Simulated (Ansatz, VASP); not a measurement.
## Two plane-wave programs on Ni

```
Ni
1.0
     2.50658    0.00000    0.00000
    -1.25329    2.17076    0.00000
     0.00000    0.00000    4.10500
Ni
2
Direct
  0.33333 0.66667 0.25000
  0.66667 0.33333 0.75000
```

Alike in both runs: task single point; functional revPBE; k mesh 24 × 24 × 13; occupations fermi-dirac, width 0.05 eV; collinear spin.

|  | VASP | Ansatz |
| --- | --- | --- |
| version | VASP 6.6.1 | Ansatz 0.2.0 |
| potentials or method | VASP PAW PBE potentials, release 64 (Ni), cutoff 520 eV | plane waves (420 eV) with PAW, scalar-relativistic |
| valence electrons in the cell | 20 | 36 |

Ansatz gave:

```
net moment per atom (μB)                                      : 0.66
size of the moment on the site where the two differ most (μB) : 0.70
```

Task: Which values does VASP return?

Result: net moment per atom (μB): 0.65; size of the moment on the site where the two differ most (μB): 0.66.

VASP's potentials were made for PBE, not for revPBE. Site moments also hang on the region over which each program counts them. VASP's potentials hold 20 valence electrons a cell and Ansatz's 36, so a difference there can come from the potentials and not from the codes.
